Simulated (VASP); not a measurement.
# AlIn (P6/mmm) in VASP: notebook

The runs below take AlIn through single point, with PBE-based screened hybrid, HF, PBE.

All numbers are computed with VASP 6.6.1; they aren't measurements. Logs are shortened: lines on timing, memory, paths and dates and some standing lists are left out, and cuts for length are marked.

### 1 The cell of the first run

The structure is hexagonal, space group P6/mmm (No. 191). Conventional cell: a = 2.997 Å, b = 2.997 Å, c = 5.838 Å, α = 90.00°, β = 90.00°, γ = 120.00°. Within 3.8 Å of Al (site symmetry 6/mmm) lie 2 In at 2.92 Å and 6 Al at 3.00 Å. Within 3.8 Å of In (site symmetry 6/mmm) lie 2 Al at 2.92 Å and 6 In at 3.00 Å.

### 2 Single point, PBE-based screened hybrid

Contents of POSCAR:

```
AlIn
1.0
    2.9966081871      0.0000028324      0.0000000000
   -1.4983065465      2.5951373991      0.0000000000
    0.0000000000      0.0000000000      5.8377928640
Al In
1 1
Direct
    0.0000000000      0.0000000000      0.0000000000
    0.0000000000      0.0000000000      0.5000000000
```

Contents of INCAR.step1:

```
SYSTEM = AlIn
PREC = Accurate ; ENCUT = 520
EDIFF = 1E-5 ; ISMEAR = -1
SIGMA = 0.05 ; LREAL = .FALSE.
LASPH = .TRUE. ; NELM = 100
ALGO = Normal ; ISIF = 2
LWAVE = .TRUE. ; LCHARG = .FALSE.
GGA = PE ; NBANDS = 15
```

Contents of INCAR.step2:

```
SYSTEM = AlIn
PREC = Accurate ; ENCUT = 520
EDIFF = 1E-7 ; ISMEAR = -1
SIGMA = 0.05 ; LREAL = .FALSE.
LASPH = .TRUE. ; NELM = 100
ALGO = Normal ; ISIF = 2
LWAVE = .FALSE. ; LCHARG = .FALSE.
GGA = PE ; LHFCALC = .TRUE.
AEXX = 0.25 ; HFSCREEN = 0.3
PRECFOCK = Normal ; ISTART = 1
NBANDS = 15
```

Contents of KPOINTS:

```
Automatic mesh
0
G
  5 5 3
  0 0 0
```

Potentials or basis: VASP PAW PBE potentials, release 64 (Al, In_d).

Run with:

```bash
cat potpaw_PBE.64/Al/POTCAR potpaw_PBE.64/In_d/POTCAR > POTCAR
cp INCAR.step1 INCAR
mpirun -np 1 vasp_std > vasp.out
cp INCAR.step2 INCAR
mpirun -np 1 vasp_std > vasp.out
```

OUTCAR:

```text
SYSTEM = AlIn
   PREC = Accurate
   ENCUT = 520
   EDIFF = 1E-7
   ISMEAR = -1
   LREAL = .FALSE.
   LASPH = .TRUE.
   NELM = 100
   ISIF = 2
   GGA = PE
   LHFCALC = .TRUE.
   AEXX = 0.25
   HFSCREEN = 0.3
   PRECFOCK = Normal
   ISTART = 1

 ion  position               nearest neighbor table
   1  0.000  0.000  0.000-   2 2.92   2 2.92
   2  0.000  0.000  0.500-   1 2.92   1 2.92

  LATTYP: Found a hexagonal cell.
 ALAT       =     2.9966081871
 C/A-ratio  =     1.9481335228

  Lattice vectors:

 A1 = (   2.9966081871,   0.0000028324,   0.0000000000)
 A2 = (  -1.4983065465,   2.5951373991,   0.0000000000)
 A3 = (   0.0000000000,   0.0000000000,   5.8377928640)

Analysis of symmetry for initial positions (statically):
=====================================================================
 Subroutine PRICEL returns:
 Original cell was already a primitive cell.

 Routine SETGRP: Setting up the symmetry group for a
 hexagonal supercell.

 Subroutine GETGRP returns: Found 24 space group operations
 (whereof 24 operations were pure point group operations)
 out of a pool of 24 trial point group operations.

The static configuration has the point symmetry D_6h.

Analysis of symmetry for dynamics (positions and initial velocities):
=====================================================================
 Subroutine PRICEL returns:
 Original cell was already a primitive cell.

 Routine SETGRP: Setting up the symmetry group for a
 hexagonal supercell.

 Subroutine GETGRP returns: Found 24 space group operations
 (whereof 24 operations were pure point group operations)
 out of a pool of 24 trial point group operations.

The dynamic configuration has the point symmetry D_6h.

 Subroutine INISYM returns: Found 24 space group operations
 (whereof 24 operations are pure point group operations),
 and found     1 'primitive' translations

----------------------------------------------------------------------------------------

                                     Primitive cell

  volume of cell :      45.3983

  direct lattice vectors                    reciprocal lattice vectors
     2.996608187  0.000002832  0.000000000     0.333710446  0.192668236  0.000000000
    -1.498306547  2.595137399  0.000000000    -0.000000364  0.385335842  0.000000000
     0.000000000  0.000000000  5.837792864     0.000000000  0.000000000  0.171297616

  length of vectors
     2.996608187  2.996608187  5.837792864     0.385335842  0.385335842  0.171297616

  position of ions in fractional coordinates (direct lattice)
     0.000000000  0.000000000  0.000000000
     0.000000000  0.000000000  0.500000000

  ion indices of the primitive-cell ions
   primitive index   ion index
                 1           1
                 2           2

----------------------------------------------------------------------------------------

 KPOINTS: Automatic mesh

Automatic generation of k-mesh.
 Grid dimensions read from file:
 generate k-points for:    5    5    3

 Generating k-lattice:

  Cartesian coordinates                     Fractional coordinates (reciprocal lattice)
     0.066742089  0.038533647  0.000000000     0.200000000  0.000000000  0.000000000
    -0.000000073  0.077067168  0.000000000    -0.000000000  0.200000000  0.000000000
     0.000000000  0.000000000  0.057099205     0.000000000  0.000000000  0.333333333

  Length of vectors
     0.077067168  0.077067168  0.057099205

  Shift w.r.t. Gamma in fractional coordinates (k-lattice)
     0.000000000  0.000000000  0.000000000

 Subroutine IBZKPT returns following result:
 ===========================================

 Found     10 irreducible k-points:

 Following reciprocal coordinates:
            Coordinates               Weight
  0.000000  0.000000  0.000000      1.000000
  0.200000 -0.000000  0.000000      6.000000
  0.400000 -0.000000  0.000000      6.000000
  0.200000  0.200000  0.000000      6.000000
  0.400000  0.200000  0.000000      6.000000
  0.000000  0.000000  0.333333      2.000000
  0.200000 -0.000000  0.333333     12.000000
  0.400000 -0.000000  0.333333     12.000000
  0.200000  0.200000  0.333333     12.000000
  0.400000  0.200000  0.333333     12.000000
   k-points           NKPTS =     10   k-points in BZ     NKDIM =     75   number of bands    NBANDS=     15
   number of dos      NEDOS =    301   number of ions     NIONS =      2
   total plane-waves  NPLWV =  27648
   dimension x,y,z NGX =    24 NGY =   24 NGZ =   48
   dimension x,y,z NGXF=    48 NGYF=   48 NGZF=   96
   ions per type =               1   1
   NGX,Y,Z   is equivalent  to a cutoff of  13.31, 13.31, 13.67 a.u.
   NGXF,Y,Z  is equivalent  to a cutoff of  26.63, 26.63, 27.34 a.u.
 SYSTEM =  AlIn
   PREC   = accura    normal or accurate (medium, high low for compatibility)
   ISTART =      1    job   : 0-new  1-cont  2-samecut
   ICHARG =      0    charge: 1-file 2-atom 10-const
   ISPIN  =      1    spin polarized calculation?
   LNONCOLLINEAR =      F non collinear calculations
   LSORBIT =      F    spin-orbit coupling
   LASPH  =      T    aspherical Exc in radial PAW
   ENCUT  =  520.0 eV  38.22 Ry    6.18 a.u.   5.57  5.57 10.85*2*pi/ulx,y,z
   NELM   =    100;   NELMIN=  2; NELMDL=  0     # of ELM steps
   EDIFF  = 0.1E-06   stopping-criterion for ELM
   LREAL  =      F    real-space projection
   EDIFFG = 0.1E-05   stopping-criterion for IOM
   NSW    =      0    number of steps for IOM
   IBRION =     -1    ionic relax: 0-MD 1-quasi-New 2-CG
   NFREE  =      0    steps in history (QN), initial steepest desc. (CG)
   ISIF   =      2    stress and relaxation
   ISYM   =      3    0-nonsym 1-usesym 2-fastsym
   POTIM  = 0.5000    time-step for ionic-motion
   TEBEG  =    0.0;   TEEND  =   0.0 temperature during run
   PSTRESS=    0.0 pullay stress
   NELECT =      16.0000    total number of electrons
   NUPDOWN=      -1.0000    fix difference up-down
   EMIN   =  10.00;   EMAX   =-10.00  energy-range for DOS
   EFERMI =   0.00;   METHOD = LEGACY
   ISMEAR =    -1;   SIGMA  =   0.05  broadening in eV -4-tet -1-fermi 0-gaus
   EFERMI_NEDOS =   21; number of points for ismear=-14 and -15
   IALGO  =     38    algorithm
   IMIX   =      1    mixing-type and parameters
     AMIX     =   0.40;   BMIX     =  1.00
     AMIX_MAG =   1.60;   BMIX_MAG =  1.00
  volume/ion in A,a.u.               =      22.70       153.18
  Fermi-wavevector in a.u.,A,eV,Ry     =   1.156383  2.185247 18.194009  1.337222
  Thomas-Fermi vector in A             =   2.293004
   LORBIT       =      0    0 simple, 1 ext, 2 COOP (PROOUT), +10 PAW based schemes
   GGA     = PE    functional components
   LHFCALC =     T    Hartree Fock is set to
   PRECFOCK=normal    Normal, Fast or Accurate (Low or Medium for compatibility)
   ENCUT4O =  -1.0   cutoff for four orbital integrals eV
   NKREDX  =     1    reduce k-point grid by
   NKREDY  =     1    reduce k-point grid by
   NKREDZ  =     1    reduce k-point grid by
   AEXX    =    0.2500 exact exchange contribution
   HFSCREEN=    0.3000 screening length (either q_TF or 0.3 A-1)
   HFSCREENC=   0.3000 screening length for correlation (either q_TF or 0.3 A-1)
   ENCUTFOCK=  -1.0 apply spherical cutoff to Coloumb kernel
   IVDW    =     0    specifies the selected vdW correction
   LEPSILON=     F    determine dielectric tensor
   LRPA    =     F    only Hartree local field effects (RPA)
 non-spin polarized calculation
  energy-cutoff  :      520.00
  volume of cell :       45.40
 maximum number of plane-waves:      1257
 NGX is ok and might be reduce to    24
  NGX = 18; NGY = 18; NGZ = 36

 number of electron      15.9999992 magnetization

 Free energy of the ion-electron system (eV)
  ---------------------------------------------------
  ext. energy  EPLUGINS =         0.00000000
  ---------------------------------------------------
  free energy    TOTEN  =        -6.50427462 eV

  energy without entropy =       -6.50377789  energy(sigma->0) =       -6.50402625

 E-fermi :   6.7123     XC(G=0):  -8.4219

 val. band max:        6.4082936096   @ k =   0.2000  -0.0000   0.3333
 cond. band min:       6.9818827601   @ k =   0.4000   0.2000   0.0000
 fundamental gap:      0.5735891505
 Fermi energy:         6.7122942391

 k-point     1 :       0.0000    0.0000    0.0000
  band No.  band energies     occupation
      1      -9.9650      2.00000
      2      -9.8000      2.00000
      3      -9.8000      2.00000
      4      -9.3328      2.00000
      5      -9.3328      2.00000
      6      -4.0478      2.00000
      7       0.4160      2.00000
      8       2.3102      2.00000
      9      14.7104      0.00000
     10      16.6117      0.00000
     11      18.4890      0.00000
     12      18.4890      0.00000
     13      19.9560      0.00000
     14      19.9560      0.00000
     15      20.7520      0.00000

 k-point     2 :       0.2000   -0.0000    0.0000
  band No.  band energies     occupation
      1      -9.9460      2.00000
      2      -9.7205      2.00000
      3      -9.5800      2.00000
      4      -9.4878      2.00000
      5      -9.3639      2.00000
      6      -3.0007      2.00000
      7       1.3843      2.00000
      8       3.3756      2.00000
      9      12.1153      0.00000
     10      15.7367      0.00000
     11      15.7886      0.00000
     12      16.1122      0.00000
     13      16.9401      0.00000
     14      17.7762      0.00000
     15      19.0630      0.00000

 k-point     3 :       0.4000   -0.0000    0.0000
  band No.  band energies     occupation
      1     -10.1197      2.00000
      2      -9.7200      2.00000
      3      -9.4204      2.00000
      4      -9.4138      2.00000
      5      -9.2055      2.00000
      6       0.2265      2.00000
      7       4.3419      2.00000
      8       5.4940      2.00000
      9       6.1585      1.99997
     10       9.4989      0.00000
     11      11.9930      0.00000
     12      13.9490      0.00000
     13      15.8615      0.00000
     14      17.3026      0.00000
     15      18.3949      0.00000

 k-point     4 :       0.2000    0.2000    0.0000
  band No.  band energies     occupation
      1      -9.8737      2.00000
      2      -9.6823      2.00000
      3      -9.6384      2.00000
      4      -9.4445      2.00000
      5      -9.3002      2.00000
      6      -0.8467      2.00000
      7       3.3661      2.00000
      8       5.3370      2.00000
      9       9.0267      0.00000
     10       9.7591      0.00000
     11      13.3302      0.00000
     12      13.4870      0.00000
     13      14.6368      0.00000
     14      16.2820      0.00000
     15      17.6773      0.00000
[... 55 lines left out ...]
 k-point     8 :       0.4000   -0.0000    0.3333
  band No.  band energies     occupation
      1     -10.1196      2.00000
      2      -9.7216      2.00000
      3      -9.4158      2.00000
      4      -9.4138      2.00000
      5      -9.2055      2.00000
      6       0.7484      2.00000
      7       2.4586      2.00000
      8       5.9897      2.00000
      9       7.2430      0.00005
     10       9.7545      0.00000
     11      13.5695      0.00000
     12      14.4406      0.00000
     13      14.6722      0.00000
     14      15.9853      0.00000
     15      16.4338      0.00000

 k-point     9 :       0.2000    0.2000    0.3333
  band No.  band energies     occupation
      1      -9.8736      2.00000
      2      -9.6798      2.00000
      3      -9.6400      2.00000
      4      -9.4447      2.00000
      5      -9.2979      2.00000
      6      -0.3287      2.00000
      7       1.4600      2.00000
      8       8.0636      0.00000
      9       9.4482      0.00000
     10      10.1525      0.00000
     11      11.6411      0.00000
     12      12.0532      0.00000
     13      13.4075      0.00000
     14      17.4293      0.00000
     15      18.4931      0.00000

 k-point    10 :       0.4000    0.2000    0.3333
  band No.  band energies     occupation
      1      -9.8913      2.00000
      2      -9.7049      2.00000
      3      -9.5171      2.00000
      4      -9.3954      2.00000
      5      -9.3403      2.00000
      6       3.6152      2.00000
      7       4.2728      2.00000
      8       5.2024      2.00000
      9       5.7311      2.00000
     10       8.8985      0.00000
     11      10.2890      0.00000
     12      12.1786      0.00000
     13      13.2314      0.00000
     14      16.3411      0.00000
     15      17.1693      0.00000

------------------------ aborting loop because EDIFF is reached ----------------------------------------

  FORCE on cell =-STRESS in cart. coord.  units (eV):
  Direction    XX          YY          ZZ          XY          YZ          ZX
  --------------------------------------------------------------------------------------
  -------------------------------------------------------------------------------------
  Total       -0.0025276     -0.0025276     -0.0127739      0.0000000      0.0000000      0.0000000
  in kB       -0.0892023     -0.0892023     -0.4508111      0.0000000      0.0000000      0.0000000
  external PRESSURE =      -0.2097386 kB  Pullay stress =       0.0000000 kB

 VOLUME and BASIS-vectors are now :
 -----------------------------------------------------------------------------
  energy-cutoff  :      520.00
  volume of cell :       45.40
      direct lattice vectors                 reciprocal lattice vectors
     2.996608187  0.000002832  0.000000000     0.333710446  0.192668236  0.000000000
    -1.498306547  2.595137399  0.000000000    -0.000000364  0.385335842  0.000000000
     0.000000000  0.000000000  5.837792864     0.000000000  0.000000000  0.171297616

 POSITION                                       TOTAL-FORCE (eV/Angst)
 -----------------------------------------------------------------------------------
      0.00000      0.00000      0.00000         0.000000      0.000000      0.000000
      0.00000      0.00000      2.91890        -0.000000      0.000000      0.000000
 -----------------------------------------------------------------------------------
    total drift:                                0.000003     -0.000030      0.000068

  FREE ENERGIE OF THE ION-ELECTRON SYSTEM (eV)
  ---------------------------------------------------
  free  energy   TOTEN  =        -6.5042746198 eV

  energy  without entropy=       -6.5037778894  energy(sigma->0) =       -6.50402625
```

Wall time 6.1 min (1 thread of AMD EPYC 9R45 (Zen 5), shared host); peak memory 0.24 GiB.

What came out:

* Free energy: -6.5043 eV
* Pressure: 0.0 GPa
* Band gap on the k mesh: zero (band 8 reaches 8.06 eV, above the bottom of band 9 at 5.73 eV)

Levels at points of the mesh, in eV from the Fermi level:
| k point | band 6 | band 7 | band 8 | band 9 | band 10 | band 11 |
| --- | --- | --- | --- | --- | --- | --- |
| (0.00, 0.00, 0.00) | -10.76 | -6.30 | -4.40 | 8.00 | 9.90 | 11.78 |

Caveat: the k points lie up to 0.48 Å⁻¹ apart; the PAW data sets were made with another functional, which shifts forces and pressure a little; spin-orbit coupling is left out, which moves the levels of the heavy elements.

### 3 Single point, HF

This run uses another cell than the first one, of 24.84 Å³/atom, 1.094 times its volume.

Contents of POSCAR:

```
AlIn
1.0
    3.0899534321      0.0000029206      0.0000000000
   -1.5449792454      2.6759767084      0.0000000000
    0.0000000000      0.0000000000      6.0083821112
Al In
1 1
Direct
    0.0000000000      0.0000000000      0.0000000000
    0.0000000000      0.0000000000      0.5000000000
```

Contents of INCAR.step1:

```
SYSTEM = AlIn
ALGO = Normal
EDIFF = 1E-5
ENCUT = 520
GGA = PE
ISIF = 2
ISMEAR = -1
LASPH = .True.
LCHARG = .False.
LREAL = .False.
LWAVE = .True.
NBANDS = 15
NELM = 100
PREC = Accurate
SIGMA = 0.05
```

Contents of INCAR.step2:

```
SYSTEM = AlIn
AEXX = 1.0
AGGAC = 0.0
ALDAC = 0.0
ALGO = Normal
EDIFF = 1E-7
ENCUT = 520
GGA = PE
ISIF = 2
ISMEAR = -1
ISTART = 1
LASPH = .True.
LCHARG = .False.
LHFCALC = .True.
LREAL = .False.
LWAVE = .False.
NBANDS = 15
NELM = 100
PREC = Accurate
PRECFOCK = Normal
SIGMA = 0.05
```

Contents of KPOINTS:

```
k-points
0
Gamma
  5 5 3
  0 0 0
```

Potentials or basis: VASP PAW PBE potentials, release 64 (Al, In_d).

Run with:

```bash
cat potpaw_PBE.64/Al/POTCAR potpaw_PBE.64/In_d/POTCAR > POTCAR
cp INCAR.step1 INCAR
mpirun -np 1 vasp_std > vasp.out
cp INCAR.step2 INCAR
mpirun -np 1 vasp_std > vasp.out
```

Run time: 14 min. Hardware: 1 thread of AMD EPYC 9R45 (Zen 5), shared host; peak memory 0.15 GiB.

It converged, with:

```
Free energy            : -10.8852 eV
Pressure               : 2.0 GPa
Band gap on the k mesh : zero (band 8 reaches 10.12 eV, above the bottom of band 9 at 5.08 eV)
```

Stress tensor (GPa, compression positive):
```
2.16 0.00 0.00
0.00 2.16 0.00
0.00 0.00 1.58
```

Levels at points of the mesh, in eV from the Fermi level:
```tsv
k point	band 4	band 5	band 6	band 7	band 8	band 9	band 10	band 11	band 12	band 13
(0.00, 0.00, 0.00)	-23.48	-23.48	-15.65	-10.49	-6.99	12.08	13.11	14.34	16.34	16.34
```

Caveat: the k points lie up to 0.47 Å⁻¹ apart; the PAW data sets were made with another functional, which shifts forces and pressure a little; spin-orbit coupling is left out, which moves the levels of the heavy elements.

(Part 1 of 2 ends here.)
